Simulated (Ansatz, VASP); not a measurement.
# MgH2: VASP beside Ansatz

```
Mg H
1.0
     0.00000    2.38107    2.38107
     2.38107    0.00000    2.38107
     2.38107    2.38107    0.00000
Mg H
1 2
Direct
  0.00000 0.00000 0.00000
  0.75000 0.75000 0.75000
  0.25000 0.25000 0.25000
```

Alike in both runs: task single point; functional PBEsol; k mesh 8 × 8 × 8; occupations gaussian, width 0.1 eV; no spin polarisation.

|  | VASP | Ansatz |
| --- | --- | --- |
| version | VASP 6.6.1 | Ansatz 0.2.0 |
| potentials or method | VASP PAW PBE potentials, release 64 (Mg, H), cutoff 520 eV | scalar-relativistic, plane waves, PAW |
| valence electrons in the cell | 4 | 12 |

```csv
,VASP,Ansatz,Ansatz less VASP
gap on the k mesh at the Fermi level (eV),none,none,-
pressure (GPa),-1.7,-1.4,+0.31
```

VASP's potentials were made for PBE, not for PBEsol. A gap of «none» marks a metal or a gap that the smearing closes. With one functional, cell and mesh, what is left measures potentials, basis and numerics. VASP's potentials hold 4 valence electrons a cell and Ansatz's 12, so a difference there can come from the potentials and not from the codes.
